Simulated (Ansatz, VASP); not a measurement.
## Two plane-wave programs on SnO

```
Sn O
1.0
     3.82015    0.00030    0.00000
    -0.00031    3.82015    0.00000
     0.00000    0.00000   22.22607
Sn O
4 4
Direct
  0.99995 0.99995 0.20246
  0.49995 0.49995 0.30878
  0.62495 0.87495 0.48875
  0.12495 0.37495 0.59507
  0.99995 0.49995 0.25562
  0.49995 0.99995 0.25562
  0.62495 0.37495 0.54191
  0.12495 0.87495 0.54191
```

Alike in both runs: task single point; functional PBE; dispersion D3(BJ); k mesh 7 × 7 × 1; occupations gaussian, width 0.05 eV; no spin polarisation.

```csv
,VASP,Ansatz
version,VASP 6.6.1,Ansatz 0.2.0
potentials or method,"VASP PAW PBE potentials, release 64 (Sn_d, O), cutoff 520 eV","scalar-relativistic, plane waves, PAW"
valence electrons in the cell,80,80
```

```tsv
	VASP	Ansatz	Ansatz less VASP
gap on the k mesh at the Fermi level (eV)	2.37	2.37	+0.007
least direct gap on the mesh (eV)	2.52	2.57	+0.043
rms of the force components (eV/Å)	0.042	0.015	-0.0265
```

Ansatz's warnings: xc potential rough in thin density.
